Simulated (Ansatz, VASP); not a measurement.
# One calculation of Hf, two programs

Contents of INCAR:

```
PREC     = Accurate       # precision mode
ENCUT    = 520            # plane-wave cutoff, eV
EDIFF    = 1E-6           # SCF threshold, eV
ISMEAR   = 0              # smearing method
SIGMA    = 0.024          # smearing width, eV
LREAL    = False          # projectors in reciprocal space
LASPH    = True           # aspherical terms in the spheres
NELM     = 60             # most SCF steps
ALGO     = Normal         # electronic algorithm
ISIF     = 2              # what is computed and relaxed
LWAVE    = False          # write WAVECAR
LCHARG   = False          # write CHGCAR
GGA      = PE             # functional
NBANDS   = 17             # bands
```

File KPOINTS:

```
regular mesh
0
Gamma
  10 10 5
```

POSCAR

```
Hf
1.0
    3.1967000000      0.0000000000      0.0000000000
   -1.5983500000      2.7684234083      0.0000000000
    0.0000000000      0.0000000000      5.0578000000
Hf
2
Direct
    0.6666666667      0.3333333333      0.7500000000
    0.3333333333      0.6666666667      0.2500000000
```

File input.yaml:

```yaml
crystal:
  lattice:
    - [3.1967, 0.0, 0.0]
    - [-1.59835, 2.7684234083, 0.0]
    - [0.0, 0.0, 5.0578]
  atoms:
    - { symbol: Hf, position: [0.6666666667, 0.3333333333, 0.75] }
    - { symbol: Hf, position: [0.3333333333, 0.6666666667, 0.25] }
kpoints:
  mp_grid: { grid: [10, 10, 5] }
scf:
  occupations: { method: gaussian, width: 0.024 }
hamiltonian:
  xc: pbe
  pseudopotentials: { kind: all_electron, lapw: { basis_error: 0.001 } }
output:
  forces: true
  stress: true
  eigenvalues: true
```

Alike in both runs: task single point; functional PBE; k mesh 10 × 10 × 5; occupations gaussian, width 0.024 eV; no spin polarisation.

```csv
,VASP,Ansatz
version,VASP 6.6.1,Ansatz 0.2.0
potentials or method,"VASP PAW PBE potentials, release 64 (Hf_pv), cutoff 520 eV","all-electron LAPW, scalar-relativistic"
```

```tsv
	VASP	Ansatz	Ansatz less VASP
gap on the k mesh at the Fermi level (eV)	none	none	-
pressure (GPa)	0.2	0.6	+0.46
traceless stress, the component that is largest in VASP (GPa)	-0.24	-0.18	+0.061
```

A gap of «none» marks a metal or a gap that the smearing closes. Ansatz ran all-electron here, and VASP with PAW potentials.

Neither program's run includes spin-orbit coupling.
